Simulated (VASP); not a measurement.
# Ti (P6_3/mmc) in VASP: single point with revPBE

Aim: the single point of Ti with revPBE.

All numbers are computed with VASP 6.6.1; they aren't measurements. Logs are shortened: lines on timing, memory, paths and dates and some standing lists are left out, and cuts for length are marked.

### 1 The cell of the first run

The structure is hexagonal, space group P6_3/mmc (No. 194). The conventional cell has a = 2.960 Å, b = 2.960 Å, c = 4.683 Å, α = 90.00°, β = 90.00°, γ = 120.00°. Ti (site symmetry -6m2) has 12 Ti at 2.90 to 2.96 Å within 3.8 Å.

### 2 Single point, revPBE, collinear spin

INCAR reads:

```
SYSTEM = Ti
ALGO = Normal
EDIFF = 1E-6
ENCUT = 520
GGA = RE
ISIF = 2
ISMEAR = -1
ISPIN = 2
LASPH = .TRUE.
LCHARG = .FALSE.
LMAXMIX = 4
LORBIT = 11
LREAL = .FALSE.
LWAVE = .FALSE.
MAGMOM = 1 1
NBANDS = 23
NELM = 150
PREC = Accurate
SIGMA = 0.05
```

KPOINTS reads:

```
k-points
0
G
  20 20 11
  0 0 0
```

POSCAR reads:

```
Ti
1.0
    2.9598162616      0.0000000000      0.0000000000
   -1.4799081308      2.5632760730      0.0000000000
    0.0000000000      0.0000000000      4.6832121787
Ti
2
Direct
    0.3333333333      0.6666666667      0.2500000000
    0.6666666667      0.3333333333      0.7500000000
```

Potentials or basis: VASP PAW PBE potentials, release 64 (Ti_sv).

Started as:

```console
$ cat potpaw_PBE.64/Ti_sv/POTCAR > POTCAR
$ mpirun -np 1 vasp_std > vasp.out
```

OUTCAR:

```text
SYSTEM = Ti
   EDIFF = 1E-6
   ENCUT = 520
   GGA = RE
   ISIF = 2
   ISMEAR = -1
   ISPIN = 2
   LASPH = .TRUE.
   LORBIT = 11
   LREAL = .FALSE.
   NELM = 150
   PREC = Accurate

 ion  position               nearest neighbor table
   1  0.333  0.667  0.250-   2 2.90   2 2.90   2 2.90   2 2.90   2 2.90   2 2.90
   2  0.667  0.333  0.750-   1 2.90   1 2.90   1 2.90   1 2.90   1 2.90   1 2.90

  LATTYP: Found a hexagonal cell.
 ALAT       =     2.9598162616
 C/A-ratio  =     1.5822644937

  Lattice vectors:

 A1 = (   2.9598162616,   0.0000000000,   0.0000000000)
 A2 = (  -1.4799081308,   2.5632760730,   0.0000000000)
 A3 = (   0.0000000000,   0.0000000000,   4.6832121787)

Analysis of symmetry for initial positions (statically):
=====================================================================
 Subroutine PRICEL returns:
 Original cell was already a primitive cell.

 Routine SETGRP: Setting up the symmetry group for a
 hexagonal supercell.

 Subroutine GETGRP returns: Found 24 space group operations
 (whereof 12 operations were pure point group operations)
 out of a pool of 24 trial point group operations.

The static configuration has the point symmetry D_3d.
 The point group associated with its full space group is D_6h.

Analysis of symmetry for dynamics (positions and initial velocities):
=====================================================================
 Subroutine PRICEL returns:
 Original cell was already a primitive cell.

 Routine SETGRP: Setting up the symmetry group for a
 hexagonal supercell.

 Subroutine GETGRP returns: Found 24 space group operations
 (whereof 12 operations were pure point group operations)
 out of a pool of 24 trial point group operations.

The dynamic configuration has the point symmetry D_3d.
 The point group associated with its full space group is D_6h.

Analysis of structural, dynamic, and magnetic symmetry:
=====================================================================
 Subroutine PRICEL returns:
 Original cell was already a primitive cell.

 Routine SETGRP: Setting up the symmetry group for a
 hexagonal supercell.

 Subroutine GETGRP returns: Found 24 space group operations
 (whereof 12 operations were pure point group operations)
 out of a pool of 24 trial point group operations.

The overall configuration has the point symmetry D_3d.
 The point group associated with its full space group is D_6h.

 Subroutine INISYM returns: Found 24 space group operations
 (whereof 12 operations are pure point group operations),
 and found     1 'primitive' translations

----------------------------------------------------------------------------------------

                                     Primitive cell

  volume of cell :      35.5307

  direct lattice vectors                    reciprocal lattice vectors
     2.959816262  0.000000000  0.000000000     0.337858810  0.195062875  0.000000000
    -1.479908131  2.563276073  0.000000000     0.000000000  0.390125750  0.000000000
     0.000000000  0.000000000  4.683212179     0.000000000  0.000000000  0.213528656

  length of vectors
     2.959816262  2.959816262  4.683212179     0.390125750  0.390125750  0.213528656

  position of ions in fractional coordinates (direct lattice)
     0.333333333  0.666666667  0.250000000
     0.666666667  0.333333333  0.750000000

  ion indices of the primitive-cell ions
   primitive index   ion index
                 1           1
                 2           2

----------------------------------------------------------------------------------------

 KPOINTS: k-points

Automatic generation of k-mesh.
 Grid dimensions read from file:
 generate k-points for:   20   20   11

 Generating k-lattice:

  Cartesian coordinates                     Fractional coordinates (reciprocal lattice)
     0.016892941  0.009753144  0.000000000     0.050000000  0.000000000  0.000000000
     0.000000000  0.019506287  0.000000000     0.000000000  0.050000000  0.000000000
     0.000000000  0.000000000  0.019411696     0.000000000  0.000000000  0.090909091

  Length of vectors
     0.019506287  0.019506287  0.019411696

  Shift w.r.t. Gamma in fractional coordinates (k-lattice)
     0.000000000  0.000000000  0.000000000

 Subroutine IBZKPT returns following result:
 ===========================================

 Found    264 irreducible k-points:

 Following reciprocal coordinates:
            Coordinates               Weight
  0.000000  0.000000  0.000000      1.000000
  0.050000 -0.000000  0.000000      6.000000
  0.100000 -0.000000  0.000000      6.000000
  0.150000 -0.000000  0.000000      6.000000
  0.200000 -0.000000  0.000000      6.000000
  0.250000  0.000000  0.000000      6.000000
[... 16 lines left out ...]
  0.200000  0.100000  0.000000     12.000000
  0.250000  0.100000  0.000000     12.000000
 [... further k-points ...]
   k-points           NKPTS =    264   k-points in BZ     NKDIM =    264   number of bands    NBANDS=     23
   number of dos      NEDOS =    301   number of ions     NIONS =      2
   total plane-waves  NPLWV =  20736
   dimension x,y,z NGX =    24 NGY =   24 NGZ =   36
   dimension x,y,z NGXF=    48 NGYF=   48 NGZF=   72
   ions per type =               2
   NGX,Y,Z   is equivalent  to a cutoff of  13.48, 13.48, 12.78 a.u.
   NGXF,Y,Z  is equivalent  to a cutoff of  26.96, 26.96, 25.56 a.u.
 SYSTEM =  Ti
   PREC   = accura    normal or accurate (medium, high low for compatibility)
   ISTART =      0    job   : 0-new  1-cont  2-samecut
   ICHARG =      2    charge: 1-file 2-atom 10-const
   ISPIN  =      2    spin polarized calculation?
   LNONCOLLINEAR =      F non collinear calculations
   LSORBIT =      F    spin-orbit coupling
   LASPH  =      T    aspherical Exc in radial PAW
   ENCUT  =  520.0 eV  38.22 Ry    6.18 a.u.   5.50  5.50  8.71*2*pi/ulx,y,z
   NELM   =    150;   NELMIN=  2; NELMDL= -5     # of ELM steps
   EDIFF  = 0.1E-05   stopping-criterion for ELM
   LREAL  =      F    real-space projection
   EDIFFG = 0.1E-04   stopping-criterion for IOM
   NSW    =      0    number of steps for IOM
   IBRION =     -1    ionic relax: 0-MD 1-quasi-New 2-CG
   NFREE  =      0    steps in history (QN), initial steepest desc. (CG)
   ISIF   =      2    stress and relaxation
   ISYM   =      2    0-nonsym 1-usesym 2-fastsym
   POTIM  = 0.5000    time-step for ionic-motion
   TEBEG  =    0.0;   TEEND  =   0.0 temperature during run
   PSTRESS=    0.0 pullay stress
   NELECT =      24.0000    total number of electrons
   NUPDOWN=      -1.0000    fix difference up-down
   EMIN   =  10.00;   EMAX   =-10.00  energy-range for DOS
   EFERMI =   0.00;   METHOD = LEGACY
   ISMEAR =    -1;   SIGMA  =   0.05  broadening in eV -4-tet -1-fermi 0-gaus
   EFERMI_NEDOS =   21; number of points for ismear=-14 and -15
   IALGO  =     38    algorithm
   IMIX   =      4    mixing-type and parameters
     AMIX     =   0.40;   BMIX     =  1.00
     AMIX_MAG =   1.60;   BMIX_MAG =  1.00
  volume/ion in A,a.u.               =      17.77       119.89
  Fermi-wavevector in a.u.,A,eV,Ry     =   1.436406  2.714414 28.072392  2.063263
  Thomas-Fermi vector in A             =   2.555598
   LORBIT       =     11    0 simple, 1 ext, 2 COOP (PROOUT), +10 PAW based schemes
   GGA     = RE    functional components
   LHFCALC =     F    Hartree Fock is set to
   AEXX    =    0.0000 exact exchange contribution
   IVDW    =     0    specifies the selected vdW correction
   LEPSILON=     F    determine dielectric tensor
   LRPA    =     F    only Hartree local field effects (RPA)
 spin polarized calculation
  energy-cutoff  :      520.00
  volume of cell :       35.53
 maximum number of plane-waves:       984
 NGX is ok and might be reduce to    24
   NGX = 11   NGY = 11   NGZ = 17

 number of electron      24.0000004 magnetization      -0.0029678

 number of electron      24.0000004 magnetization       0.0001947

 Free energy of the ion-electron system (eV)
  ---------------------------------------------------
  ext. energy  EPLUGINS =         0.00000000
  ---------------------------------------------------
  free energy    TOTEN  =       -15.04733845 eV

  energy without entropy =      -15.02992517  energy(sigma->0) =      -15.03863181

 E-fermi :   8.1900     XC(G=0): -11.3119

 val. band max:        8.1894138284   @ k =   0.3500   0.2500   0.2727
 cond. band min:       8.2043870582   @ k =   0.0000   0.0000   0.4545
 fundamental gap:      0.0149732298
 Fermi energy:         8.1899641212

 spin component 1

 k-point     1 :       0.0000    0.0000    0.0000
  band No.  band energies     occupation
      1     -48.8203      1.00000
      2     -48.6964      1.00000
      3     -25.3313      1.00000
      4     -24.7345      1.00000
      5     -24.7345      1.00000
      6     -24.6765      1.00000
[... 15 lines left out ...]
     22      22.5842      0.00000
     23      25.2174      0.00000
[... 575 lines left out ...]
      1     -48.7523      1.00000
      2     -48.6759      1.00000
      3     -25.1633      1.00000
      4     -25.0124      1.00000
      5     -24.9412      1.00000
      6     -24.8234      1.00000
[... 15 lines left out ...]
     22      17.9987      0.00000
     23      19.9761      0.00000

 [... further k-points ...]

 spin component 2

 k-point     1 :       0.0000    0.0000    0.0000
  band No.  band energies     occupation
      1     -48.8201      1.00000
      2     -48.6963      1.00000
      3     -25.3311      1.00000
      4     -24.7344      1.00000
      5     -24.7344      1.00000
      6     -24.6763      1.00000
[... 15 lines left out ...]
     22      22.5844      0.00000
     23      25.2196      0.00000
[... 575 lines left out ...]
      1     -48.7521      1.00000
      2     -48.6757      1.00000
      3     -25.1631      1.00000
      4     -25.0123      1.00000
      5     -24.9411      1.00000
      6     -24.8233      1.00000
[... 15 lines left out ...]
     22      17.9987      0.00000
     23      19.9761      0.00000

 [... further k-points ...]

------------------------ aborting loop because EDIFF is reached ----------------------------------------

  FORCE on cell =-STRESS in cart. coord.  units (eV):
  Direction    XX          YY          ZZ          XY          YZ          ZX
  --------------------------------------------------------------------------------------
  -------------------------------------------------------------------------------------
  Total       -0.0629573     -0.0629573     -0.0453995      0.0000000      0.0000000      0.0000000
  in kB       -2.8389188     -2.8389188     -2.0471881      0.0000000      0.0000000      0.0000000
  external PRESSURE =      -2.5750086 kB  Pullay stress =       0.0000000 kB

 VOLUME and BASIS-vectors are now :
 -----------------------------------------------------------------------------
  energy-cutoff  :      520.00
  volume of cell :       35.53
      direct lattice vectors                 reciprocal lattice vectors
     2.959816262  0.000000000  0.000000000     0.337858810  0.195062875  0.000000000
    -1.479908131  2.563276073  0.000000000     0.000000000  0.390125750  0.000000000
     0.000000000  0.000000000  4.683212179     0.000000000  0.000000000  0.213528656

 POSITION                                       TOTAL-FORCE (eV/Angst)
 -----------------------------------------------------------------------------------
     -0.00000      1.70885      1.17080        -0.000000      0.000000      0.000000
      1.47991      0.85443      3.51241         0.000000     -0.000000      0.000000
 -----------------------------------------------------------------------------------
    total drift:                               -0.000000      0.000000     -0.000000

  FREE ENERGIE OF THE ION-ELECTRON SYSTEM (eV)
  ---------------------------------------------------
  free  energy   TOTEN  =       -15.0473384537 eV

  energy  without entropy=      -15.0299251674  energy(sigma->0) =      -15.03863181

 total charge

# of ion       s       p       d       tot
------------------------------------------
    1        2.243   6.117   1.855  10.216
    2        2.243   6.117   1.855  10.216
--------------------------------------------------
tot          4.486  12.235   3.711  20.432

 magnetization (x)

# of ion       s       p       d       tot
------------------------------------------
    1       -0.000   0.000   0.000   0.000
    2       -0.000   0.000   0.000   0.000
--------------------------------------------------
tot         -0.000   0.000   0.000   0.000
```

Run time: 4.1 min. Hardware: 1 thread of Intel Xeon Platinum 8259CL at 2.50GHz (Skylake/Cascade Lake), shared host; peak memory 0.39 GiB.

Results:

```yaml
Free_energy: -15.0473 eV
Pressure: -0.3 GPa
Band_gap_on_the_k_mesh: zero (filled and empty bands overlap)
Net_moment: 0.00 μB per cell
Valence_electrons_inside_the_program's_atomic_spheres: Ti 10.22
```

Levels at points of the mesh, in eV from the Fermi level:
Spin up:
```
           k point  band 8  band 9  band 10  band 11  band 12  band 13  band 14  band 15  band 16  band 17
(0.00, 0.00, 0.00)  -32.83   -6.18    -2.64     0.69     0.76     0.76     0.87     1.24     1.24     1.58
(0.50, 0.00, 0.00)  -32.90   -2.33    -2.10    -1.79    -0.68     0.48     0.61     1.15     3.24     3.46
```
Spin down:
```
           k point  band 10  band 11  band 12  band 13  band 14  band 15
(0.00, 0.00, 0.00)    -2.64     0.69     0.76     0.76     0.87     1.24
(0.50, 0.00, 0.00)    -2.10    -1.79    -0.68     0.48     0.61     1.15
```

Caveat: the PAW data sets were made with another functional, which shifts forces and pressure a little.
